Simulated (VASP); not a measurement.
# SiO2 (P6_422) in VASP: relaxation of cell and atoms with PBE

Aim: the relaxation of cell and atoms of SiO2 with PBE.

Everything below comes from runs of VASP 6.6.1. Logs are shortened: lines on timing, memory, paths and dates and some standing lists are left out, and cuts for length are marked.

**1. The cell of the first run**

It takes space group P6_422 (No. 181, hexagonal). Conventional cell: a = 5.061 Å, b = 5.061 Å, c = 5.541 Å, α = 90.00°, β = 90.00°, γ = 120.00°. Si (site symmetry 222) has 4 O at 1.61 Å within 2.1 Å. Within 2.1 Å of O (site symmetry 2) lie 2 Si at 1.61 Å.

**2. Relaxation of cell and atoms, PBE**

INCAR

```
PREC     = Accurate       # precision mode
ENCUT    = 600            # plane-wave cutoff, eV
EDIFF    = 1E-7           # SCF threshold, eV
ISMEAR   = 0              # smearing method
SIGMA    = 0.02           # smearing width, eV
LREAL    = False          # projectors in reciprocal space
LASPH    = True           # aspherical terms in the spheres
NELM     = 60             # most SCF steps
ALGO     = Normal         # electronic algorithm
ISIF     = 3              # what is computed and relaxed
LWAVE    = False          # write WAVECAR
LCHARG   = False          # write CHGCAR
GGA      = PE             # functional
IBRION   = 2              # ionic algorithm
NSW      = 100            # ionic steps
EDIFFG   = -0.005         # ionic threshold
```

KPOINTS

```
regular mesh
0
Gamma
  6 6 4
```

POSCAR

```
SiO2
1.0
    5.0605222284      0.0000000000      0.0000000000
   -2.5302611142      4.3825408062      0.0000000000
    0.0000000000      0.0000000000      5.5413533100
Si O
3 6
Direct
    0.0000000000      0.5000000000      0.3333333300
    0.5000000000      0.5000000000      0.6666666700
    0.5000000000      0.0000000000      0.0000000000
    0.5827892600      0.7913946300      0.8333333300
    0.7913946300      0.5827892600      0.5000000000
    0.7913946300      0.2086053700      0.1666666700
    0.4172107400      0.2086053700      0.8333333300
    0.2086053700      0.4172107400      0.5000000000
    0.2086053700      0.7913946300      0.1666666700
```

Potentials or basis: VASP PAW PBE potentials, release 64 (Si, O).

The run is started by

```
$ cat potpaw_PBE.64/Si/POTCAR potpaw_PBE.64/O/POTCAR > POTCAR
$ mpirun -np 1 vasp_std > vasp.out
```

OUTCAR:

```text
PREC = Accurate
   ENCUT = 600
   EDIFF = 1E-7
   ISMEAR = 0
   LREAL = False
   LASPH = True
   NELM = 60
   ISIF = 3
   GGA = PE
   IBRION = 2
   NSW = 100
   EDIFFG = -0.005

 ion  position               nearest neighbor table
   1  0.000  0.500  0.333-   6 1.61   9 1.61   8 1.61   5 1.61   3 3.13   3 3.13   2 3.13   2 3.13

   2  0.500  0.500  0.667-   4 1.61   7 1.61   5 1.61   8 1.61   3 3.13   3 3.13   1 3.13   1 3.13

   3  0.500  0.000  0.000-   4 1.61   6 1.61   7 1.61   9 1.61   1 3.13   2 3.13   2 3.13   1 3.13

   4  0.583  0.791  0.833-   2 1.61   3 1.61
   5  0.791  0.583  0.500-   1 1.61   2 1.61
   6  0.791  0.209  0.167-   1 1.61   3 1.61
   7  0.417  0.209  0.833-   2 1.61   3 1.61
   8  0.209  0.417  0.500-   1 1.61   2 1.61
   9  0.209  0.791  0.167-   1 1.61   3 1.61

  LATTYP: Found a hexagonal cell.
 ALAT       =     5.0605222284
 C/A-ratio  =     1.0950160991

  Lattice vectors:

 A1 = (   5.0605222284,   0.0000000000,   0.0000000000)
 A2 = (  -2.5302611142,   4.3825408062,   0.0000000000)
 A3 = (   0.0000000000,   0.0000000000,   5.5413533100)

Analysis of symmetry for initial positions (statically):
=====================================================================
 Subroutine PRICEL returns:
 Original cell was already a primitive cell.

 Routine SETGRP: Setting up the symmetry group for a
 hexagonal supercell.

 Subroutine GETGRP returns: Found 12 space group operations
 (whereof  4 operations were pure point group operations)
 out of a pool of 24 trial point group operations.

The static configuration has the point symmetry D_2 .
 The point group associated with its full space group is D_6 .

Analysis of symmetry for dynamics (positions and initial velocities):
=====================================================================
 Subroutine PRICEL returns:
 Original cell was already a primitive cell.

 Routine SETGRP: Setting up the symmetry group for a
 hexagonal supercell.

 Subroutine GETGRP returns: Found 12 space group operations
 (whereof  4 operations were pure point group operations)
 out of a pool of 24 trial point group operations.

The dynamic configuration has the point symmetry D_2 .
 The point group associated with its full space group is D_6 .

 Subroutine INISYM returns: Found 12 space group operations
 (whereof  4 operations are pure point group operations),
 and found     1 'primitive' translations

----------------------------------------------------------------------------------------

                                     Primitive cell

  volume of cell :     122.8958

  direct lattice vectors                    reciprocal lattice vectors
     5.060522228  0.000000000  0.000000000     0.197608064  0.114089069  0.000000000
    -2.530261114  4.382540806  0.000000000     0.000000000  0.228178138  0.000000000
     0.000000000  0.000000000  5.541353310     0.000000000  0.000000000  0.180461332

  length of vectors
     5.060522228  5.060522228  5.541353310     0.228178138  0.228178138  0.180461332

  position of ions in fractional coordinates (direct lattice)
     0.000000000  0.500000000  0.333333330
     0.500000000  0.500000000  0.666666670
     0.500000000  0.000000000  0.000000000
     0.582789260  0.791394630  0.833333330
     0.791394630  0.582789260  0.500000000
     0.791394630  0.208605370  0.166666670
     0.417210740  0.208605370  0.833333330
     0.208605370  0.417210740  0.500000000
     0.208605370  0.791394630  0.166666670

  ion indices of the primitive-cell ions
   primitive index   ion index
                 1           1
                 2           2
                 3           3
                 4           4
                 5           5
                 6           6
                 7           7
                 8           8
                 9           9

----------------------------------------------------------------------------------------

 KPOINTS: regular mesh

Automatic generation of k-mesh.
 Grid dimensions read from file:
 generate k-points for:    6    6    4

 Generating k-lattice:

  Cartesian coordinates                     Fractional coordinates (reciprocal lattice)
     0.032934677  0.019014845  0.000000000     0.166666667  0.000000000  0.000000000
     0.000000000  0.038029690  0.000000000     0.000000000  0.166666667  0.000000000
     0.000000000  0.000000000  0.045115333     0.000000000  0.000000000  0.250000000

  Length of vectors
     0.038029690  0.038029690  0.045115333

  Shift w.r.t. Gamma in fractional coordinates (k-lattice)
     0.000000000  0.000000000  0.000000000

 Subroutine IBZKPT returns following result:
 ===========================================

 Found     21 irreducible k-points:

 Following reciprocal coordinates:
            Coordinates               Weight
  0.000000  0.000000  0.000000      1.000000
  0.166667  0.000000  0.000000      6.000000
  0.333333  0.000000  0.000000      6.000000
  0.500000  0.000000  0.000000      3.000000
  0.166667  0.166667  0.000000      6.000000
  0.333333  0.166667  0.000000     12.000000
[... 13 lines left out ...]
  0.333333  0.166667  0.500000     12.000000
  0.333333  0.333333  0.500000      2.000000
   k-points           NKPTS =     21   k-points in BZ     NKDIM =     21   number of bands    NBANDS=     29
   number of dos      NEDOS =    301   number of ions     NIONS =      9
   total plane-waves  NPLWV =  76800
   dimension x,y,z NGX =    40 NGY =   40 NGZ =   48
   dimension x,y,z NGXF=    80 NGYF=   80 NGZF=   96
   ions per type =               3   6
   NGX,Y,Z   is equivalent  to a cutoff of  13.14, 13.14, 14.40 a.u.
   NGXF,Y,Z  is equivalent  to a cutoff of  26.28, 26.28, 28.80 a.u.
 SYSTEM =  unknown system
   PREC   = accura    normal or accurate (medium, high low for compatibility)
   ISTART =      0    job   : 0-new  1-cont  2-samecut
   ICHARG =      2    charge: 1-file 2-atom 10-const
   ISPIN  =      1    spin polarized calculation?
   LNONCOLLINEAR =      F non collinear calculations
   LSORBIT =      F    spin-orbit coupling
   LASPH  =      T    aspherical Exc in radial PAW
   ENCUT  =  600.0 eV  44.10 Ry    6.64 a.u.  10.11 10.11 11.07*2*pi/ulx,y,z
   NELM   =     60;   NELMIN=  2; NELMDL= -5     # of ELM steps
   EDIFF  = 0.1E-06   stopping-criterion for ELM
   LREAL  =      F    real-space projection
   EDIFFG = -.5E-02   stopping-criterion for IOM
   NSW    =    100    number of steps for IOM
   IBRION =      2    ionic relax: 0-MD 1-quasi-New 2-CG
   NFREE  =      1    steps in history (QN), initial steepest desc. (CG)
   ISIF   =      3    stress and relaxation
   ISYM   =      2    0-nonsym 1-usesym 2-fastsym
   POTIM  = 0.5000    time-step for ionic-motion
   TEBEG  =    0.0;   TEEND  =   0.0 temperature during run
   PSTRESS=    0.0 pullay stress
   NELECT =      48.0000    total number of electrons
   NUPDOWN=      -1.0000    fix difference up-down
   EMIN   =  10.00;   EMAX   =-10.00  energy-range for DOS
   EFERMI =   0.00;   METHOD = LEGACY
   ISMEAR =     0;   SIGMA  =   0.02  broadening in eV -4-tet -1-fermi 0-gaus
   EFERMI_NEDOS =   21; number of points for ismear=-14 and -15
   IALGO  =     38    algorithm
   IMIX   =      4    mixing-type and parameters
     AMIX     =   0.40;   BMIX     =  1.00
     AMIX_MAG =   1.60;   BMIX_MAG =  1.00
  volume/ion in A,a.u.               =      13.66        92.15
  Fermi-wavevector in a.u.,A,eV,Ry     =   1.196675  2.261388 19.483963  1.432031
  Thomas-Fermi vector in A             =   2.332609
   LORBIT       =      0    0 simple, 1 ext, 2 COOP (PROOUT), +10 PAW based schemes
   GGA     = PE    functional components
   LHFCALC =     F    Hartree Fock is set to
   AEXX    =    0.0000 exact exchange contribution
   IVDW    =     0    specifies the selected vdW correction
   LEPSILON=     F    determine dielectric tensor
   LRPA    =     F    only Hartree local field effects (RPA)
 conjugate gradient relaxation of ions
 non-spin polarized calculation
 Gauss-broadening in eV      SIGMA  =   0.02
  energy-cutoff  :      600.00
  volume of cell :      122.90
 maximum number of plane-waves:      4138
   NGX = 21   NGY = 21   NGZ = 23

--------------------------------------- Ionic step        1  -------------------------------------------

 number of electron      47.9999982 magnetization

 Free energy of the ion-electron system (eV)
  ---------------------------------------------------
  ext. energy  EPLUGINS =         0.00000000
  ---------------------------------------------------
  free energy    TOTEN  =       -71.09284433 eV

  energy without entropy =      -71.09284433  energy(sigma->0) =      -71.09284433

------------------------ aborting loop because EDIFF is reached ----------------------------------------

  FORCE on cell =-STRESS in cart. coord.  units (eV):
  Direction    XX          YY          ZZ          XY          YZ          ZX
  --------------------------------------------------------------------------------------
  -------------------------------------------------------------------------------------
  Total        3.7140064      3.7140064      3.6876812     -0.0000000     -0.0000000      0.0000000
  in kB       48.4190300     48.4190300     48.0758314     -0.0000000     -0.0000000      0.0000000
  external PRESSURE =      48.3046305 kB  Pullay stress =       0.0000000 kB
[... 200 lines left out ...]
  energy  without entropy=      -71.1417023848  energy(sigma->0) =      -71.14170238

--------------------------------------- Ionic step        6  -------------------------------------------

 number of electron      48.0000000 magnetization

 Free energy of the ion-electron system (eV)
  ---------------------------------------------------
  ext. energy  EPLUGINS =         0.00000000
  ---------------------------------------------------
  free energy    TOTEN  =       -71.14171080 eV

  energy without entropy =      -71.14171080  energy(sigma->0) =      -71.14171080

 E-fermi :   0.4546     XC(G=0):  -8.6152

 val. band max:        0.3459921873   @ k =   0.5000   0.0000   0.0000
 cond. band min:       5.9041507562   @ k =   0.0000   0.0000   0.0000
 fundamental gap:      5.5581585689
 Fermi energy:         0.4546227274

 k-point     1 :       0.0000    0.0000    0.0000
  band No.  band energies     occupation
      1     -18.9460      2.00000
      2     -17.5335      2.00000
      3     -17.5335      2.00000
      4     -16.9522      2.00000
      5     -16.9138      2.00000
      6     -16.9138      2.00000
[... 697 lines left out ...]
  FREE ENERGIE OF THE ION-ELECTRON SYSTEM (eV)
  ---------------------------------------------------
  free  energy   TOTEN  =       -71.1417108015 eV

  energy  without entropy=      -71.1417108015  energy(sigma->0) =      -71.14171080

 reached required accuracy - stopping structural energy minimisation
```

Run time: 7.4 min. Hardware: 1 thread of Intel Xeon 8259CL, shared host; peak memory 0.3 GiB.

Results:

* Free energy: -71.1417 eV
* Relaxed volume: 14.00 Å³/atom
* Relaxed cell: a = 5.103 Å, b = 5.103 Å, c = 5.587 Å, α = 90.00°, β = 90.00°, γ = 120.00°
* Space group after relaxing (to 0.1 Å): P6_422 (No. 181)
* Energy gained by relaxing: 5.4 meV/atom
* Ionic steps: 6
* Pressure after relaxing: 0.0 GPa
* Band gap on the k mesh: 5.56 eV (least direct gap 5.74 eV)

Forces on the atoms (eV/Å):
```
Si   0.000  0.000  0.000
Si   0.000  0.000  0.000
Si   0.000  0.000  0.000
O    0.002  0.001  0.000
O    0.000  0.003  0.000
O    0.002 -0.001  0.000
O   -0.002 -0.001  0.000
O    0.000 -0.003  0.000
O   -0.002  0.001  0.000
```

Step by step:
```tsv
step	energy change (eV)	largest force (eV/Å)	pressure (GPa)	volume (Å³)
1	0.0000	0.2324	4.83	122.90
2	0.0394	0.3056	-5.83	130.36
3	-0.0489	0.0076	-0.03	126.01
4	-0.0488	0.0031	0.06	125.95
5	-0.0489	0.0013	0.06	125.96
6	-0.0489	0.0028	0.05	125.99
```

Final structure:
```
CELL_PARAMETERS angstrom
5.10302 0.00000 0.00000
-2.55151 4.41934 0.00000
0.00000 0.00000 5.58675
ATOMIC_POSITIONS crystal
Si 0.00000 0.50000 0.33333
Si 0.50000 0.50000 0.66667
Si 0.50000 0.00000 0.00000
O 0.58369 0.79184 0.83333
O 0.79184 0.58369 0.50000
O 0.79184 0.20816 0.16667
O 0.41631 0.20816 0.83333
O 0.20816 0.41631 0.50000
O 0.20816 0.79184 0.16667
```

Levels at points of the mesh, in eV from the valence-band top:
```
           k point  band 22  band 23  band 24  band 25  band 26  band 27
(0.00, 0.00, 0.00)    -0.44    -0.44    -0.18     5.56     8.85     8.85
(0.50, 0.00, 0.00)    -0.96    -0.34     0.00     7.60     8.42     9.52
(0.00, 0.00, 0.50)    -0.28     0.00     0.00     7.38     7.38     8.41
(0.50, 0.00, 0.50)    -0.70    -0.68    -0.33     8.27     8.86     9.21
```

A k mesh can miss the band edges.
